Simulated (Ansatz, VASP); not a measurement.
This is a calculation of CdSe for Ansatz 0.2.0.

The input input.yaml:

```yaml
crystal:
  lattice:
    - [0.0, 3.0702711986, 3.0702711986]
    - [3.0702711986, 0.0, 3.0702711986]
    - [3.0702711986, 3.0702711986, 0.0]
  atoms:
    - { symbol: Cd, position: [0.0, 0.0, 0.0], spin: 1.0 }
    - { symbol: Se, position: [0.25, 0.25, 0.25] }
kpoints:
  mp_grid: { grid: [8, 8, 8] }
scf:
  occupations: { method: fermi_dirac, width: 0.05 }
hamiltonian:
  xc: pbe
  dispersion: d4
  pseudopotentials: { kind: all_electron, lapw: { basis_error: 0.002 } }
magnetization:
  spin_polarized: true
  initial_magnetization: 1.0
  spin_locking: { lock_magnetization: hard }
output:
  forces: true
  stress: true
  eigenvalues: true
```

Potentials or basis: all-electron LAPW, scalar-relativistic.

The run is started by

```console
$ ansatz run input.yaml --threads 1 --pin off --max-ram 2560MiB --backend cpu --events-out ev --progress --plain --runs-dir out
```

Problem. Set up the same calculation for VASP 6.6.1. Potentials there: VASP PAW PBE potentials, release 64 (Cd, Se).

Solution. As run (the cutoff follows the program's own potentials):

File INCAR:

```
  PREC = Accurate
  ENCUT = 520
  EDIFF = 1E-6
  ISMEAR = -1
  SIGMA = 0.05
  LREAL = F
  LASPH = T
  NELM = 150
  ALGO = Normal
  ISIF = 2
  LWAVE = F
  LCHARG = T
  ISPIN = 2
  MAGMOM = 1 0
  LORBIT = 11
  NUPDOWN = 1.0
  GGA = PE
  IVDW = 13
  LELF = T
  LVHAR = T
  NBANDS = 20
```

The input KPOINTS:

```
regular mesh
0
Gamma
  8 8 8
```

POSCAR

```
CdSe
1.0
    0.0000000000      3.0702711986      3.0702711986
    3.0702711986      0.0000000000      3.0702711986
    3.0702711986      3.0702711986      0.0000000000
Cd Se
1 1
Direct
    0.0000000000      0.0000000000      0.0000000000
    0.2500000000      0.2500000000      0.2500000000
```

Potentials or basis: VASP PAW PBE potentials, release 64 (Cd, Se).

Launch:

```console
$ cat potpaw_PBE.64/Cd/POTCAR potpaw_PBE.64/Se/POTCAR > POTCAR
$ mpirun -np 1 vasp_std > vasp.out
```

Both were run:

|  | VASP | Ansatz | Ansatz less VASP |
| --- | --- | --- | --- |
| pressure (GPa) | 3.7 | 3.4 | -0.28 |
| size of the moment on the site where the two differ most (μB) | 0.40 | 0.45 | +0.051 |

Site moments also hang on the region over which each program counts them. Ansatz ran all-electron here, and VASP with PAW potentials.
